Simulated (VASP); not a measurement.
**LiF (Griceite): single point with LDA**

The system is LiF (Griceite).

```
F Li
1.0
     0.00000    2.00048    2.00048
     2.00048    0.00000    2.00048
     2.00048    2.00048    0.00000
F Li
1 1
Direct
  0.50000 0.50000 0.50000
  0.00000 0.00000 0.00000
```

This cell differs from its parent crystal: volume scaled by 0.98.

* Program: VASP 6.6.1
* Task: single point
* Functional: LDA
* Potentials or basis: VASP PAW LDA potentials, release 64 (F, Li_sv)
* Cutoff: 520 eV
* k mesh: 11 × 11 × 11
* Occupations: fermi-dirac, width 0.05 eV
* Spin: no spin polarisation
* Dipole correction: no
* Further INCAR settings: ALGO = Normal; EDIFF = 1e-06; NBANDS = 12

```yaml
Band_gap_on_the_k_mesh: 9.02 eV, direct
```

Levels at points of the mesh, in eV from the valence-band top:
```
           k point  band 1  band 2  band 3  band 4  band 5  band 6  band 7  band 8  band 9  band 10
(0.00, 0.00, 0.00)  -39.71  -19.62    0.00    0.00    0.00    9.02   23.72   23.72   23.72    24.10
```

Wall time 12 s on 1 thread of Intel Xeon 8259CL, with other jobs on the host, peak memory 0.13 GiB.

 A k mesh can miss the band edges.
